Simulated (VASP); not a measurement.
# InSbO (P-6m2) in VASP: single point with PBE

Aim: the single point of InSbO with PBE.

Program: VASP 6.6.1. These are calculated values, not measurements. Logs are shortened: lines on timing, memory, paths and dates and some standing lists are left out, and cuts for length are marked.

### Step 1. The cell of the first run

The structure is hexagonal, space group P-6m2 (No. 187). Conventional cell: a = 4.362 Å, b = 4.362 Å, c = 4.808 Å, α = 90.00°, β = 90.00°, γ = 120.00°. In (site symmetry -6m2) has 3 Sb at 2.52 Å within 3.3 Å. Within 3.3 Å of Sb (site symmetry -6m2) lie 3 In at 2.52 Å. O (site symmetry -6m2) has 6 Sb at 3.48 Å and 6 In at 3.48 Å and 6 O at 4.36 Å within 4.6 Å.

The cell was built from a structure type or drawn by symmetry, and may not be a known phase.

### Step 2. Single point, PBE

Contents of INCAR:

```
ALGO = Normal
EDIFF = 1E-7
ENCUT = 520
GGA = PE
ISIF = 2
ISMEAR = 0
LASPH = T
LCHARG = F
LREAL = F
LWAVE = F
NBANDS = 19
NELM = 60
PREC = Accurate
SIGMA = 0.1
```

Contents of KPOINTS:

```
k-points
0
Gamma
  6 6 4
```

Contents of POSCAR:

```
InSbO
1.0
    4.3616721800      0.0000000000      0.0000000000
   -2.1808360900      3.7773189100      0.0000000000
    0.0000000000      0.0000000000      4.8083240400
In Sb O
1 1 1
Direct
    0.0000000000      0.0000000000      0.5000000000
    0.3333333300      0.6666666700      0.5000000000
    0.6666666700      0.3333333300      0.0000000000
```

Potentials or basis: VASP PAW PBE potentials, release 64 (In_d, Sb, O).

On the command line:

```console
$ cat potpaw_PBE.64/In_d/POTCAR potpaw_PBE.64/Sb/POTCAR potpaw_PBE.64/O/POTCAR > POTCAR
$ mpirun -np 1 vasp_std > vasp.out
```

OUTCAR:

```text
EDIFF = 1E-7
   ENCUT = 520
   GGA = PE
   ISIF = 2
   ISMEAR = 0
   LASPH = T
   LREAL = F
   NELM = 60
   PREC = Accurate

 ion  position               nearest neighbor table
   1  0.000  0.000  0.500-   2 2.52   2 2.52   2 2.52
   2  0.333  0.667  0.500-   1 2.52   1 2.52   1 2.52
   3  0.667  0.333  0.000-

  LATTYP: Found a hexagonal cell.
 ALAT       =     4.3616721800
 C/A-ratio  =     1.1024038125

  Lattice vectors:

 A1 = (   4.3616721800,   0.0000000000,   0.0000000000)
 A2 = (  -2.1808360900,   3.7773189100,   0.0000000000)
 A3 = (   0.0000000000,   0.0000000000,   4.8083240400)

Analysis of symmetry for initial positions (statically):
=====================================================================
 Subroutine PRICEL returns:
 Original cell was already a primitive cell.

 Routine SETGRP: Setting up the symmetry group for a
 hexagonal supercell.

 Subroutine GETGRP returns: Found 12 space group operations
 (whereof 12 operations were pure point group operations)
 out of a pool of 24 trial point group operations.

The static configuration has the point symmetry D_3h.

Analysis of symmetry for dynamics (positions and initial velocities):
=====================================================================
 Subroutine PRICEL returns:
 Original cell was already a primitive cell.

 Routine SETGRP: Setting up the symmetry group for a
 hexagonal supercell.

 Subroutine GETGRP returns: Found 12 space group operations
 (whereof 12 operations were pure point group operations)
 out of a pool of 24 trial point group operations.

The dynamic configuration has the point symmetry D_3h.

 Subroutine INISYM returns: Found 12 space group operations
 (whereof 12 operations are pure point group operations),
 and found     1 'primitive' translations

----------------------------------------------------------------------------------------

                                     Primitive cell

  volume of cell :      79.2192

  direct lattice vectors                    reciprocal lattice vectors
     4.361672180  0.000000000  0.000000000     0.229269867  0.132369019  0.000000000
    -2.180836090  3.777318910  0.000000000     0.000000000  0.264738039  0.000000000
     0.000000000  0.000000000  4.808324040     0.000000000  0.000000000  0.207972672

  length of vectors
     4.361672180  4.361672179  4.808324040     0.264738039  0.264738039  0.207972672

[... 75 lines left out ...]
   LASPH  =      T    aspherical Exc in radial PAW
   ENCUT  =  520.0 eV  38.22 Ry    6.18 a.u.   8.11  8.11  8.94*2*pi/ulx,y,z
   NELM   =     60;   NELMIN=  2; NELMDL= -5     # of ELM steps
   EDIFF  = 0.1E-06   stopping-criterion for ELM
   LREAL  =      F    real-space projection
   EDIFFG = 0.1E-05   stopping-criterion for IOM
   NSW    =      0    number of steps for IOM
   IBRION =     -1    ionic relax: 0-MD 1-quasi-New 2-CG
   NFREE  =      0    steps in history (QN), initial steepest desc. (CG)
   ISIF   =      2    stress and relaxation
   ISYM   =      2    0-nonsym 1-usesym 2-fastsym
   POTIM  = 0.5000    time-step for ionic-motion
   TEBEG  =    0.0;   TEEND  =   0.0 temperature during run
   PSTRESS=    0.0 pullay stress
   NELECT =      24.0000    total number of electrons
   NUPDOWN=      -1.0000    fix difference up-down
   EMIN   =  10.00;   EMAX   =-10.00  energy-range for DOS
   EFERMI =   0.00;   METHOD = LEGACY
   ISMEAR =     0;   SIGMA  =   0.10  broadening in eV -4-tet -1-fermi 0-gaus
   EFERMI_NEDOS =   21; number of points for ismear=-14 and -15
   IALGO  =     38    algorithm
   IMIX   =      4    mixing-type and parameters
     AMIX     =   0.40;   BMIX     =  1.00
     AMIX_MAG =   1.60;   BMIX_MAG =  1.00
  volume/ion in A,a.u.               =      26.41       178.20
  Fermi-wavevector in a.u.,A,eV,Ry     =   1.099517  2.077785 16.448582  1.208937
  Thomas-Fermi vector in A             =   2.235912
   LORBIT       =      0    0 simple, 1 ext, 2 COOP (PROOUT), +10 PAW based schemes
   GGA     = PE    functional components
   LHFCALC =     F    Hartree Fock is set to
   AEXX    =    0.0000 exact exchange contribution
   IVDW    =     0    specifies the selected vdW correction
   LEPSILON=     F    determine dielectric tensor
   LRPA    =     F    only Hartree local field effects (RPA)
 non-spin polarized calculation
 Gauss-broadening in eV      SIGMA  =   0.10
  energy-cutoff  :      520.00
  volume of cell :       79.22
 maximum number of plane-waves:      2148
   NGX = 17   NGY = 17   NGZ = 17

 number of electron      24.0000009 magnetization

 Free energy of the ion-electron system (eV)
  ---------------------------------------------------
  ext. energy  EPLUGINS =         0.00000000
  ---------------------------------------------------
  free energy    TOTEN  =        -8.70188072 eV

  energy without entropy =       -8.69397050  energy(sigma->0) =       -8.69792561

 E-fermi :   3.5238     XC(G=0):  -8.8159

 val. band max:        3.4529299979   @ k =   0.1667  -0.0000   0.0000
 cond. band min:       3.5252052860   @ k =   0.0000   0.0000   0.2500
 fundamental gap:      0.0722752881
 Fermi energy:         3.5238110152

 k-point     1 :       0.0000    0.0000    0.0000
  band No.  band energies     occupation
      1     -11.6383      2.00000
      2     -11.3832      2.00000
      3     -11.3676      2.00000
      4     -11.3676      2.00000
      5     -11.1396      2.00000
      6     -11.1396      2.00000
[... 439 lines left out ...]
      6     -11.1096      2.00000
[... 11 lines left out ...]
     18      12.0319      0.00000
     19      15.5375      0.00000

------------------------ aborting loop because EDIFF is reached ----------------------------------------

  FORCE on cell =-STRESS in cart. coord.  units (eV):
  Direction    XX          YY          ZZ          XY          YZ          ZX
  --------------------------------------------------------------------------------------
  -------------------------------------------------------------------------------------
  Total        7.7464521      7.7464520     -5.5476639      0.0000000     -0.0000000      0.0000000
  in kB      156.6689806    156.6689805   -112.1993460      0.0000000     -0.0000000      0.0000000
  external PRESSURE =      67.0462050 kB  Pullay stress =       0.0000000 kB

 VOLUME and BASIS-vectors are now :
 -----------------------------------------------------------------------------
  energy-cutoff  :      520.00
  volume of cell :       79.22
      direct lattice vectors                 reciprocal lattice vectors
     4.361672180  0.000000000  0.000000000     0.229269867  0.132369019  0.000000000
    -2.180836090  3.777318910  0.000000000     0.000000000  0.264738039  0.000000000
     0.000000000  0.000000000  4.808324040     0.000000000  0.000000000  0.207972672

 POSITION                                       TOTAL-FORCE (eV/Angst)
 -----------------------------------------------------------------------------------
      0.00000      0.00000      2.40416        -0.000000      0.000000      0.000000
     -0.00000      2.51821      2.40416        -0.000000      0.000000      0.000000
      2.18084      1.25911      0.00000         0.000000      0.000000      0.000000
 -----------------------------------------------------------------------------------
    total drift:                               -0.000027      0.000015      0.000000

  FREE ENERGIE OF THE ION-ELECTRON SYSTEM (eV)
  ---------------------------------------------------
  free  energy   TOTEN  =        -8.7018807240 eV

  energy  without entropy=       -8.6939705023  energy(sigma->0) =       -8.69792561
```

stdout:

```text
POSCAR found type information on POSCAR InSbO
 POSCAR found :  3 types and       3 ions
 scaLAPACK will be used
 LDA part: xc-table for (Slater+PW92), standard interpolation
 POSCAR, INCAR and KPOINTS ok, starting setup
 FFT: planning ... GRIDC
 FFT: planning ... GRID_SOFT
 FFT: planning ... GRID
 WAVECAR not read
 entering main loop
```

Wall time 44 s (1 thread of Intel Xeon 8259CL, shared host); peak memory 0.2 GiB.

Results:

* Free energy: -8.7019 eV
* Pressure: 6.7 GPa
* Band gap on the k mesh: zero (bands 12 and 13 overlap by 0.44 eV)

Stress tensor (GPa, compression positive):
```
 15.67   0.00   0.00
  0.00  15.67   0.00
  0.00   0.00 -11.22
```

Caveat: the cell stands under pressure; spin-orbit coupling is left out, which moves the levels of the heavy elements.
